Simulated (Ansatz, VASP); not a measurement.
# BaS in VASP and in Ansatz

File POSCAR:

```
BaS
1.0
    3.8337582654      0.0000000000      0.0000000000
    0.0000000000      3.8337582654      0.0000000000
    0.0000000000      0.0000000000      3.8337582654
Ba S
1 1
Direct
    0.0000000000      0.0000000000      0.0000000000
    0.5000000000      0.5000000000      0.5000000000
```

INCAR.step1

```
PREC = Accurate
ENCUT = 520
ISMEAR = 0
SIGMA = 0.01
LREAL = False
LASPH = True
NELM = 80
NBANDS = 15
GGA = PE
ALGO = Normal
EDIFF = 1E-4
LWAVE = True
LCHARG = False
```

The input INCAR.step2:

```
PREC = Accurate
ENCUT = 520
EDIFF = 1E-6
ISMEAR = 0
SIGMA = 0.01
LREAL = False
LASPH = True
NELM = 80
ALGO = Normal
ISIF = 2
LWAVE = False
LCHARG = False
METAGGA = R2SCAN
LMIXTAU = True
NBANDS = 15
ISTART = 1
```

The input KPOINTS:

```
Automatic mesh
0
Gamma
  6 6 6
```

Input for Ansatz:

```yaml
crystal:
  lattice:
    - [3.8337582654, 0.0, 0.0]
    - [0.0, 3.8337582654, 0.0]
    - [0.0, 0.0, 3.8337582654]
  atoms:
    - { symbol: Ba, position: [0.0, 0.0, 0.0] }
    - { symbol: S, position: [0.5, 0.5, 0.5] }
kpoints:
  mp_grid: { grid: [6, 6, 6] }
hamiltonian:
  xc: r2scan
scf:
  occupations: { method: fixed }
output:
  optics:
    e_range: [0, 13]
    de: 0.05
    sigma: 0.1
    bands: { spectra_wanted_up_to: 13 }
```

Alike in both runs: task single point; functional r2SCAN; k mesh 6 × 6 × 6; no spin polarisation.

|  | VASP | Ansatz |
| --- | --- | --- |
| version | VASP 6.6.1 | Ansatz 0.2.0 |
| potentials or method | VASP PAW PBE potentials, release 64 (Ba_sv, S) | plane waves, PAW |
| plane-wave cutoff (eV) | 520 | 500 |
| occupations | gaussian, width 0.01 eV | fixed |
| valence electrons in the cell | 16 | 16 |

VASP gave:

* gap on the k mesh at the Fermi level (eV): 1.81

Problem. Which values does Ansatz return?

Solution. gap on the k mesh at the Fermi level (eV): 1.93.

VASP's potentials were made for PBE, not for r2SCAN.

Neither program's run includes spin-orbit coupling.
